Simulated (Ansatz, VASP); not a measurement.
## BaS in VASP and in Ansatz

```xyz
2
Lattice="3.8338 0.0000 0.0000 0.0000 3.8338 0.0000 0.0000 0.0000 3.9541" Properties=species:S:1:pos:R:3 pbc="T T T"
Ba    0.0000    0.0000    0.0000
S     1.9169    1.9169    1.9771
```

Change from the starting cell: uniaxial_z strain +3.1%.

Alike in both runs: task single point; functional r2SCAN; k mesh 6 × 6 × 6; no spin polarisation.

|  | VASP | Ansatz |
| --- | --- | --- |
| version | VASP 6.6.1 | Ansatz 0.2.0 |
| potentials or method | VASP PAW PBE potentials, release 64 (Ba_sv, S) | plane waves, PAW |
| plane-wave cutoff (eV) | 520 | 500 |
| occupations | gaussian, width 0.01 eV | fixed |
| valence electrons in the cell | 16 | 16 |

```csv
,VASP,Ansatz,Ansatz less VASP
gap on the k mesh at the Fermi level (eV),1.75,1.86,+0.107
pressure (GPa),-0.6,-1.4,-0.82
"traceless stress, the component that is largest in VASP (GPa)",-2.33,-2.31,+0.024
```

VASP's potentials were made for PBE, not for r2SCAN.

Neither program's run includes spin-orbit coupling.
